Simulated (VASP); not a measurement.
# Be (P6_3/mmc) in VASP: a series of runs, part 2 of 3

VASP 6.6.1. The steps go on from the part before.

### 3 Relaxation of cell and atoms, PBEsol, target pressure 2 GPa, at which the enthalpy is minimised

Contents of INCAR:

```
SYSTEM = Be
ALGO = Normal
EDIFF = 1E-6
EDIFFG = -0.01
ENCUT = 600
GGA = PS
IBRION = 2
ISIF = 3
ISMEAR = -1
LASPH = .True.
LCHARG = .False.
LREAL = .False.
LWAVE = .False.
NELM = 60
NSW = 60
PREC = Accurate
PSTRESS = 20.0
SIGMA = 0.05
```

Contents of KPOINTS:

```
k-points
0
Gamma
  13 13 8
  0 0 0
```

Contents of POSCAR:

```
Be
1.0
    2.2853000000      0.0000000000      0.0000000000
   -1.1426500000      1.9791278553      0.0000000000
    0.0000000000      0.0000000000      3.5842000000
Be
2
Direct
    0.6666666667      0.3333333333      0.7500000000
    0.3333333333      0.6666666667      0.2500000000
```

Potentials or basis: VASP PAW PBE potentials, release 64 (Be).

Started as:

```bash
$ cat potpaw_PBE.64/Be/POTCAR > POTCAR
$ mpirun -np 1 vasp_std > vasp.out
```

OUTCAR:

```text
SYSTEM = Be
   EDIFF = 1E-6
   EDIFFG = -0.01
   ENCUT = 600
   GGA = PS
   IBRION = 2
   ISIF = 3
   ISMEAR = -1
   LASPH = .True.
   LREAL = .False.
   NELM = 60
   NSW = 60
   PREC = Accurate
   PSTRESS = 20.0

 ion  position               nearest neighbor table
   1  0.667  0.333  0.750-   2 2.23   2 2.23   2 2.23   2 2.23   2 2.23   2 2.23
   2  0.333  0.667  0.250-   1 2.23   1 2.23   1 2.23   1 2.23   1 2.23   1 2.23

  LATTYP: Found a hexagonal cell.
 ALAT       =     2.2853000000
 C/A-ratio  =     1.5683717674

  Lattice vectors:

 A1 = (   2.2853000000,   0.0000000000,   0.0000000000)
 A2 = (  -1.1426500000,   1.9791278553,   0.0000000000)
 A3 = (   0.0000000000,   0.0000000000,   3.5842000000)

Analysis of symmetry for initial positions (statically):
=====================================================================
 Subroutine PRICEL returns:
 Original cell was already a primitive cell.

 Routine SETGRP: Setting up the symmetry group for a
 hexagonal supercell.

 Subroutine GETGRP returns: Found 24 space group operations
 (whereof 12 operations were pure point group operations)
 out of a pool of 24 trial point group operations.

The static configuration has the point symmetry D_3d.
 The point group associated with its full space group is D_6h.

Analysis of symmetry for dynamics (positions and initial velocities):
=====================================================================
 Subroutine PRICEL returns:
 Original cell was already a primitive cell.

 Routine SETGRP: Setting up the symmetry group for a
 hexagonal supercell.

 Subroutine GETGRP returns: Found 24 space group operations
 (whereof 12 operations were pure point group operations)
 out of a pool of 24 trial point group operations.

The dynamic configuration has the point symmetry D_3d.
 The point group associated with its full space group is D_6h.

 Subroutine INISYM returns: Found 24 space group operations
 (whereof 12 operations are pure point group operations),
 and found     1 'primitive' translations

----------------------------------------------------------------------------------------

                                     Primitive cell

  volume of cell :      16.2110

  direct lattice vectors                    reciprocal lattice vectors
     2.285300000  0.000000000  0.000000000     0.437579311  0.252636533  0.000000000
    -1.142650000  1.979127855  0.000000000     0.000000000  0.505273066  0.000000000
     0.000000000  0.000000000  3.584200000     0.000000000  0.000000000  0.279002288

  length of vectors
     2.285300000  2.285300000  3.584200000     0.505273066  0.505273066  0.279002288

  position of ions in fractional coordinates (direct lattice)
     0.666666667  0.333333333  0.750000000
     0.333333333  0.666666667  0.250000000

  ion indices of the primitive-cell ions
   primitive index   ion index
                 1           1
                 2           2

----------------------------------------------------------------------------------------

 KPOINTS: k-points

Automatic generation of k-mesh.
 Grid dimensions read from file:
 generate k-points for:   13   13    8

 Generating k-lattice:

  Cartesian coordinates                     Fractional coordinates (reciprocal lattice)
     0.033659947  0.019433579  0.000000000     0.076923077  0.000000000  0.000000000
     0.000000000  0.038867159  0.000000000     0.000000000  0.076923077  0.000000000
     0.000000000  0.000000000  0.034875286     0.000000000  0.000000000  0.125000000

  Length of vectors
     0.038867159  0.038867159  0.034875286

  Shift w.r.t. Gamma in fractional coordinates (k-lattice)
     0.000000000  0.000000000  0.000000000

 Subroutine IBZKPT returns following result:
 ===========================================

 Found    105 irreducible k-points:

 Following reciprocal coordinates:
            Coordinates               Weight
  0.000000  0.000000  0.000000      1.000000
  0.076923  0.000000  0.000000      6.000000
  0.153846  0.000000  0.000000      6.000000
  0.230769  0.000000  0.000000      6.000000
  0.307692  0.000000  0.000000      6.000000
  0.384615  0.000000  0.000000      6.000000
[... 16 lines left out ...]
  0.076923  0.000000  0.125000     12.000000
  0.153846  0.000000  0.125000     12.000000
 [... further k-points ...]
   k-points           NKPTS =    105   k-points in BZ     NKDIM =    105   number of bands    NBANDS=      6
   number of dos      NEDOS =    301   number of ions     NIONS =      2
   total plane-waves  NPLWV =   9720
   dimension x,y,z NGX =    18 NGY =   18 NGZ =   30
   dimension x,y,z NGXF=    36 NGYF=   36 NGZF=   60
   ions per type =               2
   NGX,Y,Z   is equivalent  to a cutoff of  13.09, 13.09, 13.91 a.u.
   NGXF,Y,Z  is equivalent  to a cutoff of  26.19, 26.19, 27.83 a.u.
 SYSTEM =  Be
   PREC   = accura    normal or accurate (medium, high low for compatibility)
   ISTART =      0    job   : 0-new  1-cont  2-samecut
   ICHARG =      2    charge: 1-file 2-atom 10-const
   ISPIN  =      1    spin polarized calculation?
   LNONCOLLINEAR =      F non collinear calculations
   LSORBIT =      F    spin-orbit coupling
   LASPH  =      T    aspherical Exc in radial PAW
   ENCUT  =  600.0 eV  44.10 Ry    6.64 a.u.   4.56  4.56  7.16*2*pi/ulx,y,z
   NELM   =     60;   NELMIN=  2; NELMDL= -5     # of ELM steps
   EDIFF  = 0.1E-05   stopping-criterion for ELM
   LREAL  =      F    real-space projection
   EDIFFG = -.1E-01   stopping-criterion for IOM
   NSW    =     60    number of steps for IOM
   IBRION =      2    ionic relax: 0-MD 1-quasi-New 2-CG
   NFREE  =      1    steps in history (QN), initial steepest desc. (CG)
   ISIF   =      3    stress and relaxation
   ISYM   =      2    0-nonsym 1-usesym 2-fastsym
   POTIM  = 0.5000    time-step for ionic-motion
   TEBEG  =    0.0;   TEEND  =   0.0 temperature during run
   PSTRESS=   20.0 pullay stress
   NELECT =       4.0000    total number of electrons
   NUPDOWN=      -1.0000    fix difference up-down
   EMIN   =  10.00;   EMAX   =-10.00  energy-range for DOS
[... 5 lines left out ...]
     AMIX     =   0.40;   BMIX     =  1.00
     AMIX_MAG =   1.60;   BMIX_MAG =  1.00
  volume/ion in A,a.u.               =       8.11        54.70
  Fermi-wavevector in a.u.,A,eV,Ry     =   1.026814  1.940397 14.345258  1.054347
  Thomas-Fermi vector in A             =   2.160726
   LORBIT       =      0    0 simple, 1 ext, 2 COOP (PROOUT), +10 PAW based schemes
   GGA     = PS    functional components
   LHFCALC =     F    Hartree Fock is set to
   AEXX    =    0.0000 exact exchange contribution
   IVDW    =     0    specifies the selected vdW correction
   LEPSILON=     F    determine dielectric tensor
   LRPA    =     F    only Hartree local field effects (RPA)
 conjugate gradient relaxation of ions
 non-spin polarized calculation
  energy-cutoff  :      600.00
  volume of cell :       16.21
 maximum number of plane-waves:       555
   NGX =  9   NGY =  9   NGZ = 15

--------------------------------------- Ionic step        1  -------------------------------------------

 number of electron       4.0000000 magnetization

 Free energy of the ion-electron system (eV)
  ---------------------------------------------------
  ext. energy  EPLUGINS =         0.00000000
  ---------------------------------------------------
  free energy    TOTEN  =        -7.98847743 eV

  energy without entropy =       -7.98739828  energy(sigma->0) =       -7.98793785

------------------------ aborting loop because EDIFF is reached ----------------------------------------

  FORCE on cell =-STRESS in cart. coord.  units (eV):
  Direction    XX          YY          ZZ          XY          YZ          ZX
  --------------------------------------------------------------------------------------
  -------------------------------------------------------------------------------------
  Total       -0.3282490     -0.3282490     -0.4084964      0.0000000     -0.0000000      0.0000000
  in kB      -32.4417770    -32.4417770    -40.3728567      0.0000000     -0.0000000      0.0000000
  external PRESSURE =     -55.0854703 kB  Pullay stress =      20.0000000 kB
[... 139 lines left out ...]
--------------------------------------- Ionic step        5  -------------------------------------------

 number of electron       4.0000000 magnetization

 Free energy of the ion-electron system (eV)
  ---------------------------------------------------
  ext. energy  EPLUGINS =         0.00000000
  ---------------------------------------------------
  free energy    TOTEN  =        -7.99214963 eV

  energy without entropy =       -7.99112863  energy(sigma->0) =       -7.99163913

 E-fermi :   7.0125     XC(G=0): -10.6781

 val. band max:        6.9353015148   @ k =   0.2308   0.1538   0.0000
 cond. band min:       7.0925463027   @ k =   0.3077   0.1538   0.0000
 fundamental gap:      0.1572447879
 Fermi energy:         7.0124767414

 k-point     1 :       0.0000    0.0000    0.0000
  band No.  band energies     occupation
      1      -4.2694      2.00000
      2       2.6957      2.00000
      3       8.4653      0.00000
      4      23.3660      0.00000
      5      23.3660      0.00000
      6      26.2779      0.00000
[... 199 lines left out ...]
 k-point    24 :       0.1538    0.0000    0.1250
  band No.  band energies     occupation
      1      -3.4494      2.00000
      2       2.7761      2.00000
      3       9.7476      0.00000
      4      19.2238      0.00000
      5      20.8794      0.00000
      6      25.5234      0.00000

 [... further k-points ...]
[... 5 lines left out ...]
  --------------------------------------------------------------------------------------
  -------------------------------------------------------------------------------------
  Total        0.1982586      0.1982586      0.2130357      0.0000000      0.0000000      0.0000000
  in kB       20.5226378     20.5226378     22.0522793      0.0000000      0.0000000      0.0000000
  external PRESSURE =       1.0325183 kB  Pullay stress =      20.0000000 kB
[... 21 lines left out ...]
  energy  without entropy=       -7.9911286336  energy(sigma->0) =       -7.99163913

  enthalpy is  TOTEN    =        -7.7989399515 eV   P V=        0.1932096751

 reached required accuracy - stopping structural energy minimisation
```

CONTCAR:

```text
Be
   1.00000000000000
     2.2505605449073847    0.0000000000000000    0.0000000000000000
    -1.1252802724536923    1.9490426046753793   -0.0000000000000000
     0.0000000000000000   -0.0000000000000000    3.5285593245037314
  Be
     2
Direct
     0.6666666667000030    0.3333333332999970    0.7500000000000000
     0.3333333332999970    0.6666666667000030    0.2500000000000000

  0.00000000E+00  0.00000000E+00  0.00000000E+00
  0.00000000E+00  0.00000000E+00  0.00000000E+00
```

Wall time 8.2 s (1 thread of AMD EPYC 9R45 (Zen 5), shared host); peak memory 0.1 GiB.

Results:

* Free energy: -7.9921 eV
* Relaxed volume: 7.74 Å³/atom
* Relaxed cell: a = 2.251 Å, b = 2.251 Å, c = 3.529 Å, α = 90.00°, β = 90.00°, γ = 120.00°
* Space group after relaxing (to 0.05 Å): P6_3/mmc (No. 194)
* Energy change on relaxing (the enthalpy is what falls): -1.8 meV/atom
* Ionic steps: 5
* Pressure after relaxing: 2.1 GPa
* Band gap on the k mesh: zero (band 2 reaches 8.29 eV, above the bottom of band 3 at 6.65 eV)

Stress tensor (GPa, compression positive):
```
2.05 0.00 0.00
0.00 2.05 0.00
0.00 0.00 2.21
```

Step by step:
```tsv
step	energy change (eV)	largest force (eV/Å)	pressure (GPa)	volume (Å³)
1	0.0000	0.0000	-3.51	16.21
2	-0.0046	0.0000	1.39	15.57
3	-0.0039	0.0000	1.96	15.50
4	-0.0037	0.0000	2.08	15.48
5	-0.0037	0.0000	2.10	15.48
```

Final structure:
```xyz
2
Lattice="2.2506 0.0000 0.0000 -1.1253 1.9490 0.0000 0.0000 0.0000 3.5286" Properties=species:S:1:pos:R:3 pbc="T T T"
Be    1.1253    0.6497    2.6464
Be    0.0000    1.2994    0.8821
```

Caveat: the cell is relaxed towards a set pressure, so the enthalpy falls and the energy may rise; the PAW data sets were made with another functional, which shifts forces and pressure a little.

### 4 Relaxation of cell and atoms, PBEsol, target pressure 5 GPa, at which the enthalpy is minimised

Contents of INCAR:

```
SYSTEM = Be
PREC = Accurate
ENCUT = 600
EDIFF = 1E-7
ISMEAR = -1
SIGMA = 0.05
LREAL = .False.
LASPH = .True.
NELM = 80
ALGO = Fast
ISIF = 3
LWAVE = .False.
LCHARG = .False.
GGA = PS
IBRION = 2
NSW = 60
EDIFFG = -0.01
PSTRESS = 50.0
```

Contents of KPOINTS:

```
Automatic mesh
0
Gamma
  13 13 8
  0 0 0
```

POSCAR is that of step 3.

Started as:

```bash
$ cat potpaw_PBE.64/Be/POTCAR > POTCAR
$ mpirun -np 1 vasp_std > vasp.out
```

Wall time 13 s (1 thread of AMD EPYC 9R45 (Zen 5), shared host); peak memory 0.1 GiB.

The run converged. Its results:

- Free energy: -7.9843 eV
- Relaxed volume: 7.56 Å³/atom
- Relaxed cell: a = 2.232 Å, b = 2.232 Å, c = 3.505 Å, α = 90.00°, β = 90.00°, γ = 120.00°
- Space group after relaxing (to 0.05 Å): P6_3/mmc (No. 194)
- Energy change on relaxing (the enthalpy is what falls): +2.1 meV/atom
- Ionic steps: 6
- Pressure after relaxing: 5.2 GPa
- Band gap on the k mesh: zero (band 2 reaches 8.49 eV, above the bottom of band 3 at 6.84 eV)

The path:
| step | energy change (eV) | largest force (eV/Å) | pressure (GPa) | volume (Å³) |
| --- | --- | --- | --- | --- |
| 1 | 0.0000 | 0.0000 | -3.51 | 16.21 |
| 2 | 0.0015 | 0.0000 | 4.37 | 15.22 |
| 3 | 0.0034 | 0.0000 | 4.96 | 15.16 |
| 4 | 0.0041 | 0.0000 | 5.15 | 15.14 |
| 5 | 0.0042 | 0.0000 | 5.18 | 15.13 |
| 6 | 0.0042 | 0.0000 | 5.18 | 15.13 |

Final structure:
```
Be
1.0
     2.23245    0.00000    0.00000
    -1.11622    1.93336    0.00000
     0.00000    0.00000    3.50520
Be
2
Direct
  0.66667 0.33333 0.75000
  0.33333 0.66667 0.25000
```

Levels at points of the mesh, in eV from the Fermi level:
| k point | band 1 | band 2 | band 3 | band 4 | band 5 |
| --- | --- | --- | --- | --- | --- |
| (0.00, 0.00, 0.00) | -11.40 | -4.40 | 1.52 | 16.68 | 16.68 |
| (0.00, 0.00, 0.50) | -9.20 | -9.20 | 11.36 | 11.36 | 18.41 |

Caveat: the cell is relaxed towards a set pressure, so the enthalpy falls and the energy may rise; the PAW data sets were made with another functional, which shifts forces and pressure a little.

[end of part 2 of 3]
